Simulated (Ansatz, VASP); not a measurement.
## Te2Mo in VASP and in Ansatz

```
Te Mo
1.0
     0.00000    4.20813    4.20813
     4.20813    0.00000    4.20813
     4.20813    4.20813    0.00000
Te Mo
4 2
Direct
  0.12500 0.12500 0.12500
  0.62500 0.12500 0.12500
  0.12500 0.12500 0.62500
  0.12500 0.62500 0.12500
  0.50000 0.50000 0.50000
  0.75000 0.75000 0.75000
```

Alike in both runs: functional PBE; k mesh 8 × 8 × 8; occupations gaussian, width 0.1 eV; no spin polarisation.

Ansatz relaxed the structure, and its values are those at the end. VASP's run is a single point on that final structure, the one shown.

|  | VASP | Ansatz |
| --- | --- | --- |
| version | VASP 6.6.1 | Ansatz 0.2.0 |
| potentials or method | VASP PAW PBE potentials, release 64 (Te, Mo_sv), cutoff 520 eV | scalar-relativistic, plane waves, PAW |
| valence electrons in the cell | 52 | 92 |

|  | VASP | Ansatz | Ansatz less VASP |
| --- | --- | --- | --- |
| gap on the k mesh at the Fermi level (eV) | none | none | - |
| pressure (GPa) | 0.0 | 0.0 | +0.03 |

A gap of «none» marks a metal or a gap that the smearing closes. VASP's potentials hold 52 valence electrons a cell and Ansatz's 92, so a difference there can come from the potentials and not from the codes.

Neither program's run includes spin-orbit coupling.
